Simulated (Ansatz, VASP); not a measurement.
**MgO in VASP and in Ansatz**

```
Mg O
1.0
     0.00000    2.14487    2.14487
     2.14487    0.00000    2.14487
     2.14487    2.14487    0.00000
Mg O
1 1
Cartesian
  0.0000 0.0000 0.0571
  2.1449 2.1449 2.0582
```

Change from the starting cell: mode 6 frozen in at -0.086 Å, equal normal strain along x, y and z +0.0083.

Alike in both runs: task single point; functional PBE; k mesh 10 × 10 × 10; occupations gaussian, width 0.05 eV; no spin polarisation.

|  | VASP | Ansatz |
| --- | --- | --- |
| version | VASP 6.6.1 | Ansatz 0.2.0 |
| potentials or method | VASP PAW PBE potentials, release 64 (Mg, O), cutoff 600 eV | scalar-relativistic, plane waves, PAW |
| valence electrons in the cell | 8 | 16 |

```csv
,VASP,Ansatz,Ansatz less VASP
gap on the k mesh at the Fermi level (eV),4.21,4.23,+0.020
least direct gap on the mesh (eV),4.21,4.23,+0.020
pressure (GPa),-2.8,-1.8,+1.03
"traceless stress, the component that is largest in VASP (GPa)",4.09,4.03,-0.054
rms of the force components (eV/Å),0.406,0.402,-0.0043
```

Atom by atom the forces differ by 0.004 eV/Å (rms over components). VASP's potentials hold 8 valence electrons a cell and Ansatz's 16, so a difference there can come from the potentials and not from the codes.
